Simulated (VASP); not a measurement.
# Zn3S2O (I-4m2) in VASP: further runs

Zn3S2O is run at these levels: PBE; tasks: single point.

Program: VASP 6.6.1. These are calculated values, not measurements. Logs are shortened: lines on timing, memory, paths and dates and some standing lists are left out, and cuts for length are marked.

### Step 1. The cell of the first run

Symmetry: I-4m2, No. 119, tetragonal system. Conventional cell: a = 3.687 Å, b = 3.687 Å, c = 15.160 Å, α = 90.00°, β = 90.00°, γ = 90.00°. Within 2.8 Å of Zn (site symmetry 2mm) lie 2 O at 2.08 Å and 2 S at 2.32 Å. Zn (site symmetry -4m2) has 4 S at 2.33 Å within 3.1 Å. S (site symmetry 2mm) has 4 Zn at 2.32 to 2.33 Å within 3.1 Å. O (site symmetry -4m2) has 4 Zn at 2.08 Å within 2.8 Å.

### Step 2. Single point, PBE

The input, INCAR:

```
PREC = Accurate ; ENCUT = 520
EDIFF = 1E-6 ; ISMEAR = 0
SIGMA = 0.1 ; LREAL = False
LASPH = True ; NELM = 80
ALGO = Normal ; ISIF = 2
LWAVE = False ; LCHARG = False
GGA = PE ; NBANDS = 36
```

The input, KPOINTS:

```
Automatic mesh
0
Gamma
  6 6 6
```

The input, POSCAR:

```
Zn3S2O
1.0
   -1.8437090000      1.8437090000      7.5798089000
    1.8437090000     -1.8437090000      7.5798089000
    1.8437090000      1.8437090000     -7.5798089000
Zn S O
3 2 1
Direct
    0.6866910000      0.6866910000      0.0000000000
    0.3133090000      0.3133090000      0.0000000000
    0.0000000000      0.0000000000      0.0000000000
    0.4064980000      0.9064980000      0.5000000000
    0.0935020000      0.5935020000      0.5000000000
    0.7500000000      0.2500000000      0.5000000000
```

Potentials or basis: VASP PAW PBE potentials, release 64 (Zn, S, O).

The run is started by

```
$ cat potpaw_PBE.64/Zn/POTCAR potpaw_PBE.64/S/POTCAR potpaw_PBE.64/O/POTCAR > POTCAR
$ mpirun -np 1 vasp_std > vasp.out
```

OUTCAR:

```text
PREC = Accurate
   ENCUT = 520
   EDIFF = 1E-6
   ISMEAR = 0
   LREAL = False
   LASPH = True
   NELM = 80
   ISIF = 2
   GGA = PE

 ion  position               nearest neighbor table
   1  0.687  0.687  0.000-   6 2.08   6 2.08   5 2.32   5 2.32
   2  0.313  0.313  0.000-   6 2.08   6 2.08   4 2.32   4 2.32
   3  0.000  0.000  0.000-   4 2.33   5 2.33   5 2.33   4 2.33
   4  0.406  0.906  0.500-   2 2.32   2 2.32   3 2.33   3 2.33
   5  0.094  0.594  0.500-   1 2.32   1 2.32   3 2.33   3 2.33
   6  0.750  0.250  0.500-   2 2.08   1 2.08   2 2.08   1 2.08

  LATTYP: Found a body centered tetragonal cell.
 ALAT       =     3.6874180000
 C/A-ratio  =     4.1111742146

  Lattice vectors:

 A1 = (  -1.8437090000,   1.8437090000,   7.5798089000)
 A2 = (   1.8437090000,  -1.8437090000,   7.5798089000)
 A3 = (   1.8437090000,   1.8437090000,  -7.5798089000)

Analysis of symmetry for initial positions (statically):
=====================================================================
 Subroutine PRICEL returns:
 Original cell was already a primitive cell.

 Routine SETGRP: Setting up the symmetry group for a
 body centered tetragonal supercell.

 Subroutine GETGRP returns: Found  8 space group operations
 (whereof  8 operations were pure point group operations)
 out of a pool of 16 trial point group operations.

The static configuration has the point symmetry D_2d.

Analysis of symmetry for dynamics (positions and initial velocities):
=====================================================================
 Subroutine PRICEL returns:
 Original cell was already a primitive cell.

 Routine SETGRP: Setting up the symmetry group for a
 body centered tetragonal supercell.

 Subroutine GETGRP returns: Found  8 space group operations
 (whereof  8 operations were pure point group operations)
 out of a pool of 16 trial point group operations.

The dynamic configuration has the point symmetry D_2d.

 Subroutine INISYM returns: Found  8 space group operations
 (whereof  8 operations are pure point group operations),
 and found     1 'primitive' translations

----------------------------------------------------------------------------------------

                                     Primitive cell

  volume of cell :     103.0631

  direct lattice vectors                    reciprocal lattice vectors
    -1.843709000  1.843709000  7.579808900     0.000000000  0.271192471  0.065964724
     1.843709000 -1.843709000  7.579808900     0.271192471  0.000000000  0.065964724
     1.843709000  1.843709000 -7.579808900     0.271192471  0.271192471  0.000000000

  length of vectors
     8.015736318  8.015736318  8.015736318     0.279099805  0.279099805  0.383524071

  position of ions in fractional coordinates (direct lattice)
     0.686691000  0.686691000  0.000000000
     0.313309000  0.313309000  0.000000000
     0.000000000  0.000000000  0.000000000
     0.406498000  0.906498000  0.500000000
     0.093502000  0.593502000  0.500000000
     0.750000000  0.250000000  0.500000000

  ion indices of the primitive-cell ions
   primitive index   ion index
                 1           1
                 2           2
                 3           3
                 4           4
                 5           5
                 6           6

----------------------------------------------------------------------------------------

 KPOINTS: Automatic mesh

Automatic generation of k-mesh.
 Grid dimensions read from file:
 generate k-points for:    6    6    6

 Generating k-lattice:

  Cartesian coordinates                     Fractional coordinates (reciprocal lattice)
     0.000000000  0.045198745  0.010994121     0.166666667 -0.000000000  0.000000000
     0.045198745  0.000000000  0.010994121    -0.000000000  0.166666667  0.000000000
     0.045198745  0.045198745  0.000000000     0.000000000  0.000000000  0.166666667

  Length of vectors
     0.046516634  0.046516634  0.063920678

  Shift w.r.t. Gamma in fractional coordinates (k-lattice)
     0.000000000  0.000000000  0.000000000

 Subroutine IBZKPT returns following result:
 ===========================================

 Found     30 irreducible k-points:

 Following reciprocal coordinates:
            Coordinates               Weight
  0.000000  0.000000  0.000000      1.000000
  0.166667  0.000000  0.000000      8.000000
  0.333333  0.000000  0.000000      8.000000
  0.500000 -0.000000  0.000000      4.000000
  0.166667  0.166667  0.000000      8.000000
  0.333333  0.166667 -0.000000     16.000000
[... 16 lines left out ...]
 -0.333333 -0.333333  0.166667      8.000000
 -0.166667 -0.333333  0.166667      8.000000
 [... further k-points ...]
   k-points           NKPTS =     30   k-points in BZ     NKDIM =     30   number of bands    NBANDS=     36
   number of dos      NEDOS =    301   number of ions     NIONS =      6
   total plane-waves  NPLWV = 216000
   dimension x,y,z NGX =    60 NGY =   60 NGZ =   60
   dimension x,y,z NGXF=   120 NGYF=  120 NGZF=  120
   ions per type =               3   2   1
   NGX,Y,Z   is equivalent  to a cutoff of  12.44, 12.44, 12.44 a.u.
   NGXF,Y,Z  is equivalent  to a cutoff of  24.89, 24.89, 24.89 a.u.
 SYSTEM =  unknown system
   PREC   = accura    normal or accurate (medium, high low for compatibility)
   ISTART =      0    job   : 0-new  1-cont  2-samecut
   ICHARG =      2    charge: 1-file 2-atom 10-const
   ISPIN  =      1    spin polarized calculation?
   LNONCOLLINEAR =      F non collinear calculations
   LSORBIT =      F    spin-orbit coupling
   LASPH  =      T    aspherical Exc in radial PAW
   ENCUT  =  520.0 eV  38.22 Ry    6.18 a.u.  14.90 14.90 14.90*2*pi/ulx,y,z
   NELM   =     80;   NELMIN=  2; NELMDL= -5     # of ELM steps
   EDIFF  = 0.1E-05   stopping-criterion for ELM
   LREAL  =      F    real-space projection
   EDIFFG = 0.1E-04   stopping-criterion for IOM
   NSW    =      0    number of steps for IOM
   IBRION =     -1    ionic relax: 0-MD 1-quasi-New 2-CG
   NFREE  =      0    steps in history (QN), initial steepest desc. (CG)
   ISIF   =      2    stress and relaxation
   ISYM   =      2    0-nonsym 1-usesym 2-fastsym
   POTIM  = 0.5000    time-step for ionic-motion
   TEBEG  =    0.0;   TEEND  =   0.0 temperature during run
   PSTRESS=    0.0 pullay stress
   NELECT =      54.0000    total number of electrons
   NUPDOWN=      -1.0000    fix difference up-down
   EMIN   =  10.00;   EMAX   =-10.00  energy-range for DOS
   EFERMI =   0.00;   METHOD = LEGACY
   ISMEAR =     0;   SIGMA  =   0.10  broadening in eV -4-tet -1-fermi 0-gaus
   EFERMI_NEDOS =   21; number of points for ismear=-14 and -15
   IALGO  =     38    algorithm
   IMIX   =      4    mixing-type and parameters
     AMIX     =   0.40;   BMIX     =  1.00
     AMIX_MAG =   1.60;   BMIX_MAG =  1.00
  volume/ion in A,a.u.               =      17.18       115.92
  Fermi-wavevector in a.u.,A,eV,Ry     =   1.319791  2.494043 23.699276  1.741848
  Thomas-Fermi vector in A             =   2.449664
   LORBIT       =      0    0 simple, 1 ext, 2 COOP (PROOUT), +10 PAW based schemes
   GGA     = PE    functional components
   LHFCALC =     F    Hartree Fock is set to
   AEXX    =    0.0000 exact exchange contribution
   IVDW    =     0    specifies the selected vdW correction
   LEPSILON=     F    determine dielectric tensor
   LRPA    =     F    only Hartree local field effects (RPA)
 non-spin polarized calculation
 Gauss-broadening in eV      SIGMA  =   0.10
  energy-cutoff  :      520.00
  volume of cell :      103.06
 maximum number of plane-waves:      2790
   NGX = 29   NGY = 29   NGZ = 29

 number of electron      54.0000010 magnetization

 Free energy of the ion-electron system (eV)
  ---------------------------------------------------
  ext. energy  EPLUGINS =         0.00000000
  ---------------------------------------------------
  free energy    TOTEN  =       -22.17770495 eV

  energy without entropy =      -22.17770495  energy(sigma->0) =      -22.17770495

 E-fermi :   2.3940     XC(G=0):  -9.9507

 val. band max:        1.8930657035   @ k =   0.0000   0.0000   0.0000
 cond. band min:       3.0011492068   @ k =   0.0000   0.0000   0.0000
 fundamental gap:      1.1080835034
 Fermi energy:         2.3940269684

 k-point     1 :       0.0000    0.0000    0.0000
  band No.  band energies     occupation
      1     -15.3661      2.00000
      2     -10.9787      2.00000
      3     -10.3892      2.00000
      4      -4.5092      2.00000
      5      -4.4208      2.00000
      6      -4.3069      2.00000
[... 28 lines left out ...]
     35      10.3171      0.00000
     36      11.2929      0.00000

 k-point     2 :       0.1667    0.0000    0.0000
  band No.  band energies     occupation
      1     -15.3306      2.00000
      2     -10.8623      2.00000
      3     -10.3285      2.00000
      4      -4.4323      2.00000
      5      -4.3766      2.00000
      6      -4.2866      2.00000
[... 28 lines left out ...]
     35       9.5834      0.00000
     36      10.8654      0.00000

 k-point     3 :       0.3333    0.0000    0.0000
  band No.  band energies     occupation
      1     -15.2586      2.00000
      2     -10.5759      2.00000
      3     -10.2363      2.00000
      4      -4.3635      2.00000
      5      -4.3161      2.00000
      6      -4.2470      2.00000
[... 28 lines left out ...]
     35      10.5021      0.00000
     36      10.5564      0.00000
[... 742 lines left out ...]
 k-point    23 :      -0.3333   -0.3333    0.1667
  band No.  band energies     occupation
      1     -15.2964      2.00000
      2     -10.7405      2.00000
      3     -10.2783      2.00000
      4      -4.4025      2.00000
      5      -4.3260      2.00000
      6      -4.2640      2.00000
[... 28 lines left out ...]
     35       9.9983      0.00000
     36      10.4960      0.00000

 k-point    24 :      -0.1667   -0.3333    0.1667
  band No.  band energies     occupation
      1     -15.3304      2.00000
      2     -10.8613      2.00000
      3     -10.3338      2.00000
      4      -4.4466      2.00000
      5      -4.3572      2.00000
      6      -4.2815      2.00000
[... 28 lines left out ...]
     35       9.9658      0.00000
     36      10.6597      0.00000

 [... further k-points ...]
[... 5 lines left out ...]
  --------------------------------------------------------------------------------------
  -------------------------------------------------------------------------------------
  Total        0.1569223      0.1569223      0.1033634      0.0000000      0.0000000      0.0000000
  in kB        2.4394511      2.4394511      1.6068466      0.0000000      0.0000000      0.0000000
  external PRESSURE =       2.1619163 kB  Pullay stress =       0.0000000 kB

 VOLUME and BASIS-vectors are now :
 -----------------------------------------------------------------------------
  energy-cutoff  :      520.00
  volume of cell :      103.06
      direct lattice vectors                 reciprocal lattice vectors
    -1.843709000  1.843709000  7.579808900     0.000000000  0.271192471  0.065964724
     1.843709000 -1.843709000  7.579808900     0.271192471  0.000000000  0.065964724
     1.843709000  1.843709000 -7.579808900     0.271192471  0.271192471  0.000000000

 POSITION                                       TOTAL-FORCE (eV/Angst)
 -----------------------------------------------------------------------------------
      0.00000      0.00000     10.40997         0.000000     -0.000000     -0.020671
      0.00000      0.00000      4.74964         0.000000     -0.000000      0.020671
      0.00000      0.00000      0.00000        -0.000000      0.000000     -0.000000
      1.84371     -0.00000      6.16235        -0.000000      0.000000     -0.000641
      1.84371      0.00000      1.41745        -0.000000      0.000000      0.000641
      0.00000      1.84371      3.78990        -0.000000      0.000000     -0.000000
 -----------------------------------------------------------------------------------
    total drift:                                0.000000     -0.000000      0.000000

  FREE ENERGIE OF THE ION-ELECTRON SYSTEM (eV)
  ---------------------------------------------------
  free  energy   TOTEN  =       -22.1777049468 eV

  energy  without entropy=      -22.1777049468  energy(sigma->0) =      -22.17770495
```

Run time: 4.9 min. Hardware: 1 thread of AMD EPYC 9R45 (Zen 5), shared host; peak memory 0.49 GiB.

What came out:

```yaml
Free_energy: -22.1777 eV
Pressure: 0.2 GPa
Largest_force: 0.021 eV/Å
Band_gap_on_the_k_mesh: 1.11 eV, direct
```

Forces in eV/Å, atoms in the order of the input:
```
Zn   0.000  0.000 -0.021
Zn   0.000  0.000  0.021
Zn   0.000  0.000  0.000
S    0.000  0.000 -0.001
S    0.000  0.000  0.001
O    0.000  0.000  0.000
```

Stress tensor (GPa, compression positive):
```
0.24 0.00 0.00
0.00 0.24 0.00
0.00 0.00 0.16
```

A k mesh can miss the band edges.

### Step 3. Single point, PBE

This run uses another cell than the first one: it holds 12 atoms, not 6.

The input, INCAR:

```
SYSTEM = Zn3S2O
ALGO = Normal ; EDIFF = 1E-6
ENCUT = 520 ; GGA = PE
ISIF = 2 ; ISMEAR = 0
LASPH = .True. ; LCHARG = .False.
LREAL = .False. ; LWAVE = .False.
NBANDS = 66 ; NELM = 100
PREC = Accurate ; SIGMA = 0.1
```

The input, KPOINTS:

```
k-points
0
Gamma
  4 4 4
  0 0 0
```

The input, POSCAR:

```
Zn3S2O
1.0
   -3.6874180000      3.6874180000      0.0000000000
    3.6874180000      3.6874180000      0.0000000000
    1.8437090000     -1.8437090000     -7.5798089000
Zn S O
6 4 2
Direct
    0.3133090000      0.0000000000      0.6266180000
    0.8133090000      0.5000000000      0.6266180000
    0.6866910000      0.0000000000      0.3733820000
    0.1866910000      0.5000000000      0.3733820000
    0.0000000000      0.0000000000      0.0000000000
    0.5000000000      0.5000000000      1.0000000000
    0.3435020000      0.2500000000      0.1870040000
    0.8435020000      0.7500000000      0.1870040000
    0.6564980000      0.2500000000      0.8129960000
    0.1564980000      0.7500000000      0.8129960000
    1.0000000000      0.2500000000      0.5000000000
    0.5000000000      0.7500000000      0.5000000000
```

Potentials or basis: VASP PAW PBE potentials, release 64 (Zn, S, O).

The run is started by

```
$ cat potpaw_PBE.64/Zn/POTCAR potpaw_PBE.64/S/POTCAR potpaw_PBE.64/O/POTCAR > POTCAR
$ mpirun -np 1 vasp_std > vasp.out
```

Wall time 5.9 min (1 thread of Intel Xeon 6975P-C, shared host); peak memory 0.43 GiB.

The run converged. Its results:

- Free energy: -44.3601 eV
- Pressure: 0.2 GPa
- Largest force: 0.021 eV/Å
- Band gap on the k mesh: 1.11 eV

Forces in eV/Å, atoms in the order of the input:
```
Zn   0.000  0.000 -0.021
Zn   0.000  0.000 -0.021
Zn   0.000  0.000  0.021
Zn   0.000  0.000  0.021
Zn   0.000  0.000  0.000
Zn   0.000  0.000  0.000
S    0.000  0.000  0.000
S    0.000  0.000  0.000
S    0.000  0.000  0.000
S    0.000  0.000  0.000
O    0.000  0.000  0.000
O    0.000  0.000  0.000
```

Levels at points of the mesh, in eV from the valence-band top:
```
           k point  band 50  band 51  band 52  band 53  band 54  band 55  band 56  band 57  band 58  band 59
(0.00, 0.00, 0.00)    -1.31    -1.31    -0.19     0.00     0.00     1.11     3.66     4.56     4.69     4.78
(0.50, 0.00, 0.00)    -1.39    -1.08    -1.08    -0.85    -0.85     3.55     3.55     5.05     5.05     5.57
(0.00, 0.50, 0.00)    -1.49    -1.18    -1.18    -0.93    -0.93     3.54     3.54     4.97     4.97     5.57
(0.50, 0.50, 0.00)    -0.91    -0.53    -0.53    -0.46    -0.46     2.99     2.99     4.33     4.33     5.20
(0.00, 0.00, 0.50)    -1.23    -0.90    -0.90    -0.27    -0.27     2.74     3.66     3.91     4.23     4.78
(0.00, 0.50, 0.50)    -1.78    -1.01    -1.01    -0.74    -0.74     3.52     3.52     5.11     5.11     5.89
```

[end of part 1 of 2]
